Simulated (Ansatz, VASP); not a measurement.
# Hf: VASP beside Ansatz

```xyz
1
Lattice="-1.3595 1.3595 1.3595 1.3595 -1.3595 1.3595 1.3595 1.3595 -1.3595" Properties=species:S:1:pos:R:3 pbc="T T T"
Hf    0.0000    0.0000    0.0000
```

Change from the starting cell: volume scaled by 0.45, LAPW.

Alike in both runs: task single point; functional PBE; k mesh 17 × 17 × 17; occupations fermi-dirac, width 0.08 eV; no spin polarisation.

|  | VASP | Ansatz |
| --- | --- | --- |
| version | VASP 6.6.1 | Ansatz 0.2.0 |
| potentials or method | VASP PAW PBE potentials, release 64 (Hf_pv), cutoff 520 eV | all-electron LAPW, scalar-relativistic |

|  | VASP | Ansatz | Ansatz less VASP |
| --- | --- | --- | --- |
| pressure (GPa) | 323.2 | 329.3 | +6.09 |

Both programs put the cell under a high pressure, so it lies far from rest at this level. Ansatz ran all-electron here, and VASP with PAW potentials.

Neither program's run includes spin-orbit coupling. Noted on VASP's run: the cell as given lies far from equilibrium.
